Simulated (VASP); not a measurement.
# CdInS2 (P-3m1) in VASP: single point with PBE+D4

Aim: the single point of CdInS2 with PBE+D4.

All numbers are computed with VASP 6.6.1; they aren't measurements. Logs are shortened: lines on timing, memory, paths and dates and some standing lists are left out, and cuts for length are marked.

### Step 1. The cell of the first run

The structure is trigonal, space group P-3m1 (No. 164). Conventional cell: a = 3.869 Å, b = 3.869 Å, c = 6.811 Å, α = 90.00°, β = 90.00°, γ = 120.00°. Within 3.7 Å of Cd (site symmetry -3m) lie 6 S at 2.79 Å and 2 In at 3.41 Å. Within 3.7 Å of In (site symmetry -3m) lie 6 S at 2.83 Å and 2 Cd at 3.41 Å. Within 3.7 Å of S (site symmetry 3m) lie 3 Cd at 2.79 Å and 3 In at 2.83 Å.

### Step 2. Single point, PBE+D4

Contents of INCAR:

```
ALGO     = Normal         # electronic algorithm
EDIFF    = 1E-6           # SCF threshold, eV
ENCUT    = 520            # plane-wave cutoff, eV
GGA      = PE             # functional
ISIF     = 2              # what is computed and relaxed
ISMEAR   = -1             # smearing method
IVDW     = 13             # dispersion correction
LASPH    = T              # aspherical terms in the spheres
LCHARG   = F              # write CHGCAR
LREAL    = F              # projectors in reciprocal space
LWAVE    = F              # write WAVECAR
NBANDS   = 26             # bands
NELM     = 100            # most SCF steps
PREC     = Accurate       # precision mode
SIGMA    = 0.15           # smearing width, eV
```

Contents of KPOINTS:

```
k-points
0
Gamma
  6 6 3
```

Contents of POSCAR:

```
CdInS2
1.0
    3.8695000000      0.0000000000      0.0000000000
   -1.9347500000      3.3510800000      0.0000000000
    0.0000000000      0.0000000000      6.8105300000
Cd In S
1 1 2
Direct
    0.0000000000      0.0000000000      0.0000000000
    0.0000000000      0.0000000000      0.5000000000
    0.6666666667      0.3333333333      0.7550500000
    0.3333333333      0.6666666667      0.2449500000
```

Potentials or basis: VASP PAW PBE potentials, release 64 (Cd, In_d, S).

Run with:

```bash
> cat potpaw_PBE.64/Cd/POTCAR potpaw_PBE.64/In_d/POTCAR potpaw_PBE.64/S/POTCAR > POTCAR
> mpirun -np 1 vasp_std > vasp.out
```

OUTCAR:

```text
EDIFF = 1E-6
   ENCUT = 520
   GGA = PE
   ISIF = 2
   ISMEAR = -1
   IVDW = 13
   LASPH = T
   LREAL = F
   NELM = 100
   PREC = Accurate

 ion  position               nearest neighbor table
   1  0.000  0.000  0.000-   4 2.79   3 2.79   4 2.79   3 2.79   3 2.79   4 2.79   2 3.41   2 3.41

   2  0.000  0.000  0.500-   4 2.83   3 2.83   4 2.83   3 2.83   3 2.83   4 2.83   1 3.41   1 3.41

   3  0.667  0.333  0.755-   1 2.79   1 2.79   1 2.79   2 2.83   2 2.83   2 2.83
   4  0.333  0.667  0.245-   1 2.79   1 2.79   1 2.79   2 2.83   2 2.83   2 2.83

  LATTYP: Found a hexagonal cell.
 ALAT       =     3.8695000000
 C/A-ratio  =     1.7600542706

  Lattice vectors:

 A1 = (   3.8695000000,   0.0000000000,   0.0000000000)
 A2 = (  -1.9347500000,   3.3510800000,   0.0000000000)
 A3 = (   0.0000000000,   0.0000000000,   6.8105300000)

Analysis of symmetry for initial positions (statically):
=====================================================================
 Subroutine PRICEL returns:
 Original cell was already a primitive cell.

 Routine SETGRP: Setting up the symmetry group for a
 hexagonal supercell.

 Subroutine GETGRP returns: Found 12 space group operations
 (whereof 12 operations were pure point group operations)
 out of a pool of 24 trial point group operations.

The static configuration has the point symmetry D_3d.

Analysis of symmetry for dynamics (positions and initial velocities):
=====================================================================
 Subroutine PRICEL returns:
 Original cell was already a primitive cell.

 Routine SETGRP: Setting up the symmetry group for a
 hexagonal supercell.

 Subroutine GETGRP returns: Found 12 space group operations
 (whereof 12 operations were pure point group operations)
 out of a pool of 24 trial point group operations.

The dynamic configuration has the point symmetry D_3d.

 Subroutine INISYM returns: Found 12 space group operations
 (whereof 12 operations are pure point group operations),
 and found     1 'primitive' translations

----------------------------------------------------------------------------------------

                                     Primitive cell

  volume of cell :      88.3122

  direct lattice vectors                    reciprocal lattice vectors
     3.869500000  0.000000000  0.000000000     0.258431322  0.149205629  0.000000000
    -1.934750000  3.351080000  0.000000000     0.000000000  0.298411258  0.000000000
     0.000000000  0.000000000  6.810530000     0.000000000  0.000000000  0.146831451

  length of vectors
     3.869500000  3.869495410  6.810530000     0.298410904  0.298411258  0.146831451

  position of ions in fractional coordinates (direct lattice)
     0.000000000  0.000000000  0.000000000
     0.000000000  0.000000000  0.500000000
     0.666666667  0.333333333  0.755050000
     0.333333333  0.666666667  0.244950000

  ion indices of the primitive-cell ions
   primitive index   ion index
                 1           1
                 2           2
                 3           3
                 4           4

----------------------------------------------------------------------------------------

 KPOINTS: k-points

Automatic generation of k-mesh.
 Grid dimensions read from file:
 generate k-points for:    6    6    3

 Generating k-lattice:

  Cartesian coordinates                     Fractional coordinates (reciprocal lattice)
     0.043071887  0.024867605  0.000000000     0.166666667 -0.000000000  0.000000000
     0.000000000  0.049735210  0.000000000     0.000000000  0.166666667  0.000000000
     0.000000000  0.000000000  0.048943817     0.000000000  0.000000000  0.333333333

  Length of vectors
     0.049735151  0.049735210  0.048943817

  Shift w.r.t. Gamma in fractional coordinates (k-lattice)
     0.000000000  0.000000000  0.000000000

 Subroutine IBZKPT returns following result:
 ===========================================

 Found     17 irreducible k-points:

 Following reciprocal coordinates:
            Coordinates               Weight
  0.000000  0.000000  0.000000      1.000000
  0.166667  0.000000  0.000000      6.000000
  0.333333  0.000000  0.000000      6.000000
  0.500000  0.000000  0.000000      3.000000
  0.166667  0.166667  0.000000      6.000000
  0.333333  0.166667  0.000000     12.000000
[... 9 lines left out ...]
 -0.166667  0.500000  0.333333     12.000000
  0.333333  0.333333  0.333333      4.000000
   k-points           NKPTS =     17   k-points in BZ     NKDIM =     17   number of bands    NBANDS=     26
   number of dos      NEDOS =    301   number of ions     NIONS =      4
   total plane-waves  NPLWV =  48600
   dimension x,y,z NGX =    30 NGY =   30 NGZ =   54
   dimension x,y,z NGXF=    60 NGYF=   60 NGZF=  108
   ions per type =               1   1   2
   NGX,Y,Z   is equivalent  to a cutoff of  12.89, 12.89, 13.18 a.u.
   NGXF,Y,Z  is equivalent  to a cutoff of  25.78, 25.78, 26.36 a.u.
 SYSTEM =  unknown system
   PREC   = accura    normal or accurate (medium, high low for compatibility)
   ISTART =      0    job   : 0-new  1-cont  2-samecut
   ICHARG =      2    charge: 1-file 2-atom 10-const
   ISPIN  =      1    spin polarized calculation?
   LNONCOLLINEAR =      F non collinear calculations
   LSORBIT =      F    spin-orbit coupling
   LASPH  =      T    aspherical Exc in radial PAW
   ENCUT  =  520.0 eV  38.22 Ry    6.18 a.u.   7.19  7.19 12.66*2*pi/ulx,y,z
   NELM   =    100;   NELMIN=  2; NELMDL= -5     # of ELM steps
   EDIFF  = 0.1E-05   stopping-criterion for ELM
   LREAL  =      F    real-space projection
   EDIFFG = 0.1E-04   stopping-criterion for IOM
   NSW    =      0    number of steps for IOM
   IBRION =     -1    ionic relax: 0-MD 1-quasi-New 2-CG
   NFREE  =      0    steps in history (QN), initial steepest desc. (CG)
   ISIF   =      2    stress and relaxation
   ISYM   =      2    0-nonsym 1-usesym 2-fastsym
   POTIM  = 0.5000    time-step for ionic-motion
   TEBEG  =    0.0;   TEEND  =   0.0 temperature during run
   PSTRESS=    0.0 pullay stress
   NELECT =      37.0000    total number of electrons
   NUPDOWN=      -1.0000    fix difference up-down
   EMIN   =  10.00;   EMAX   =-10.00  energy-range for DOS
   EFERMI =   0.00;   METHOD = LEGACY
   ISMEAR =    -1;   SIGMA  =   0.15  broadening in eV -4-tet -1-fermi 0-gaus
   EFERMI_NEDOS =   21; number of points for ismear=-14 and -15
   IALGO  =     38    algorithm
   IMIX   =      4    mixing-type and parameters
     AMIX     =   0.40;   BMIX     =  1.00
     AMIX_MAG =   1.60;   BMIX_MAG =  1.00
  volume/ion in A,a.u.               =      22.08       148.99
  Fermi-wavevector in a.u.,A,eV,Ry     =   1.224998  2.314910 20.417161  1.500619
  Thomas-Fermi vector in A             =   2.360052
   LORBIT       =      0    0 simple, 1 ext, 2 COOP (PROOUT), +10 PAW based schemes
   GGA     = PE    functional components
   LHFCALC =     F    Hartree Fock is set to
   AEXX    =    0.0000 exact exchange contribution
   IVDW    =    13    specifies the selected vdW correction
   LEPSILON=     F    determine dielectric tensor
   LRPA    =     F    only Hartree local field effects (RPA)
 non-spin polarized calculation
  energy-cutoff  :      520.00
  volume of cell :       88.31
 maximum number of plane-waves:      2391
 NGX is ok and might be reduce to    30
   NGX = 15   NGY = 15   NGZ = 25

 number of electron      37.0000009 magnetization

 Free energy of the ion-electron system (eV)
  ---------------------------------------------------
  ext. energy  EPLUGINS =         0.00000000
  ---------------------------------------------------
  free energy    TOTEN  =       -13.13201005 eV

  energy without entropy =      -13.04244948  energy(sigma->0) =      -13.08722977

 E-fermi :   5.2285     XC(G=0): -10.0686

 val. band max:        5.2073162597   @ k =   0.5000   0.0000   0.0000
 cond. band min:       5.2290156765   @ k =  -0.1667   0.5000   0.3333
 fundamental gap:      0.0216994169
 Fermi energy:         5.2285497857

 k-point     1 :       0.0000    0.0000    0.0000
  band No.  band energies     occupation
      1      -9.4402      2.00000
      2      -9.4365      2.00000
      3      -9.4365      2.00000
      4      -9.3686      2.00000
      5      -9.3686      2.00000
      6      -8.6911      2.00000
[... 18 lines left out ...]
     25      12.2458      0.00000
     26      12.2458      0.00000

 k-point     2 :       0.1667    0.0000    0.0000
  band No.  band energies     occupation
      1      -9.5082      2.00000
      2      -9.4263      2.00000
      3      -9.4181      2.00000
      4      -9.3900      2.00000
      5      -9.3677      2.00000
      6      -8.4870      2.00000
[... 18 lines left out ...]
     25      11.5998      0.00000
     26      11.6250      0.00000

 k-point     3 :       0.3333    0.0000    0.0000
  band No.  band energies     occupation
      1      -9.6481      2.00000
      2      -9.4241      2.00000
      3      -9.4036      2.00000
      4      -9.3805      2.00000
      5      -9.3425      2.00000
      6      -7.9793      2.00000
[... 18 lines left out ...]
     25      11.4002      0.00000
     26      12.9537      0.00000

 k-point     4 :       0.5000    0.0000    0.0000
  band No.  band energies     occupation
      1      -9.7089      2.00000
      2      -9.4317      2.00000
      3      -9.4051      2.00000
      4      -9.3656      2.00000
      5      -9.3209      2.00000
      6      -7.6224      2.00000
[... 18 lines left out ...]
     25      11.2217      0.00000
     26      13.8695      0.00000
[... 293 lines left out ...]
      1      -9.6600      2.00000
      2      -9.4604      2.00000
      3      -9.4103      2.00000
      4      -9.3714      2.00000
      5      -9.3396      2.00000
      6      -7.6059      2.00000
[... 18 lines left out ...]
     25      11.5029      0.00000
     26      12.2615      0.00000

 k-point    16 :      -0.1667    0.5000    0.3333
  band No.  band energies     occupation
      1      -9.6580      2.00000
      2      -9.4610      2.00000
      3      -9.4102      2.00000
      4      -9.3715      2.00000
      5      -9.3396      2.00000
      6      -7.6557      2.00000
[... 18 lines left out ...]
     25      11.5746      0.00000
     26      12.2597      0.00000

 k-point    17 :       0.3333    0.3333    0.3333
  band No.  band energies     occupation
      1      -9.5783      2.00000
      2      -9.5783      2.00000
      3      -9.3709      2.00000
      4      -9.3709      2.00000
      5      -9.3708      2.00000
      6      -7.3349      2.00000
[... 18 lines left out ...]
     25      11.8937      0.00000
     26      11.8937      0.00000

------------------------ aborting loop because EDIFF is reached ----------------------------------------

  DFT-D4 for vdW energy calculation

  Edisp (eV):   -1.44006

  FORCE on cell =-STRESS in cart. coord.  units (eV):
  Direction    XX          YY          ZZ          XY          YZ          ZX
  --------------------------------------------------------------------------------------
  -------------------------------------------------------------------------------------
  Total      -1.30162    -1.30161    -1.26917     0.00000     0.00000     0.00000
  in kB     -23.61422   -23.61415   -23.02559     0.00000     0.00000     0.00000
  external pressure =      -23.42 kB  Pullay stress =        0.00 kB

 VOLUME and BASIS-vectors are now :
 -----------------------------------------------------------------------------
  energy-cutoff  :      520.00
  volume of cell :       88.31
      direct lattice vectors                 reciprocal lattice vectors
     3.869500000  0.000000000  0.000000000     0.258431322  0.149205629  0.000000000
    -1.934750000  3.351080000  0.000000000     0.000000000  0.298411258  0.000000000
     0.000000000  0.000000000  6.810530000     0.000000000  0.000000000  0.146831451

 POSITION                                       TOTAL-FORCE (eV/Angst)
 -----------------------------------------------------------------------------------
      0.00000      0.00000      0.00000        -0.000000     -0.000000      0.000000
      0.00000      0.00000      3.40526        -0.000000     -0.000000      0.000000
      1.93475      1.11703      5.14229        -0.000000      0.000000      0.098274
     -0.00000      2.23405      1.66824         0.000000     -0.000000     -0.098274
 -----------------------------------------------------------------------------------
    total drift:                                0.000000     -0.000000      0.000000

  FREE ENERGIE OF THE ION-ELECTRON SYSTEM (eV)
  ---------------------------------------------------
  free  energy   TOTEN  =       -14.5720735811 eV

  energy  without entropy=      -14.4825130080  energy(sigma->0) =      -14.52729329
```

Run time: 24 s. Hardware: 1 thread of Intel Xeon Platinum 8488C (Sapphire Rapids), shared host; peak memory 0.22 GiB.

What came out:

* Free energy: -14.5721 eV
* Pressure: -2.3 GPa
* Largest force: 0.098 eV/Å
* Band gap on the k mesh: zero (an odd number of electrons rules out a gap without spin polarisation)
* Dispersion energy per atom: -0.360 eV

Forces in eV/Å, atoms in the order of the input:
```
Cd   0.000  0.000  0.000
In   0.000  0.000  0.000
S    0.000  0.000  0.098
S    0.000  0.000 -0.098
```

Caveat: spin-orbit coupling is left out, which moves the levels of the heavy elements.
